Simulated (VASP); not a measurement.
Ge, 2 atoms in the cell. It takes space group I4_1/amd (No. 141, tetragonal). Conventional cell: a = 5.149 Å, b = 5.149 Å, c = 2.795 Å, α = 90.00°, β = 90.00°, γ = 90.00°. Within 3.5 Å of Ge (site symmetry -4m2) lie 10 Ge at 2.67 to 3.32 Å. 

```yaml
Program: VASP 6.6.1
Task: single point
Functional: PBE
Potentials_or_basis: VASP PAW PBE potentials, release 64 (Ge_d)
Cutoff: 520 eV
k_mesh: 11 × 11 × 11
Occupations: gaussian, width 0.021 eV
Spin: no spin polarisation
Dipole_correction: no
Further_INCAR_settings: ALGO = Normal; EDIFF = 1e-06; NBANDS = 21
```

Potentials or basis: VASP PAW PBE potentials, release 64 (Ge_d).

Run with:

```sh
$ cat potpaw_PBE.64/Ge_d/POTCAR > POTCAR
$ mpirun -np 1 vasp_std > vasp.out
```

Hardware: 1 thread of Intel(R) Xeon(R) 6975P-C (Granite Rapids), on a shared host.

Question: Estimate the wall time of this run.

Answer: It took 38 s on 1 thread of Intel(R) Xeon(R) 6975P-C (Granite Rapids), with other jobs on the host, peak memory 0.21 GiB. Counts: scf iterations 10, k points 126.
